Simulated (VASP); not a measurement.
Write the native input for VASP 6.6.1 that does the following.

* Task: single point
* Functional: r2SCAN
* Potentials or basis: VASP PAW PBE potentials, release 64 (Ag)
* Cutoff: 520 eV
* k mesh: 18 × 18 × 18
* Occupations: gaussian, width 0.1 eV
* Spin: no spin polarisation
* Dipole correction: no
* Further INCAR settings: ALGO = Normal; EDIFF = 1e-06; NBANDS = 12

Ag:

```
Ag
1.0
     0.00000    2.03136    2.03136
     2.03136    0.00000    2.03136
     2.03136    2.03136    0.00000
Ag
1
Direct
  0.00000 0.00000 0.00000
```

This cell differs from its parent crystal: volume scaled by 0.97.

One way to write it, as run:

POSCAR

```
Ag
1.0
    0.0000000000      2.0313636719      2.0313636719
    2.0313636719      0.0000000000      2.0313636719
    2.0313636719      2.0313636719      0.0000000000
Ag
1
Direct
    0.0000000000      0.0000000000      0.0000000000
```

INCAR.step1

```
SYSTEM = Ag
ALGO = Normal
EDIFF = 1E-4
ENCUT = 520
GGA = PE
ISMEAR = 0
LASPH = .TRUE.
LCHARG = .FALSE.
LREAL = .FALSE.
LWAVE = .TRUE.
NBANDS = 12
NELM = 100
PREC = Accurate
SIGMA = 0.1
```

INCAR.step2

```
SYSTEM = Ag
ALGO = Normal
EDIFF = 1E-6
ENCUT = 520
ISIF = 2
ISMEAR = 0
ISTART = 1
LASPH = .TRUE.
LCHARG = .TRUE.
LELF = .TRUE.
LMIXTAU = .TRUE.
LREAL = .FALSE.
LVHAR = .TRUE.
LWAVE = .FALSE.
METAGGA = R2SCAN
NBANDS = 12
NELM = 100
PREC = Accurate
SIGMA = 0.1
```

KPOINTS

```
k-points
0
G
  18 18 18
  0 0 0
```

Potentials or basis: VASP PAW PBE potentials, release 64 (Ag).

Command:

```sh
$ cat potpaw_PBE.64/Ag/POTCAR > POTCAR
$ cp INCAR.step1 INCAR
$ mpirun -np 1 vasp_std > vasp.out
$ cp INCAR.step2 INCAR
$ mpirun -np 1 vasp_std > vasp.out
```

Results of the run:

* Pressure: 3.6 GPa

Caveat: the PAW data sets were made with another functional, which shifts forces and pressure a little.

Wall time 41 s on 1 thread of Intel(R) Xeon(R) 6975P-C (Granite Rapids), on a shared host, peak memory 0.17 GiB.
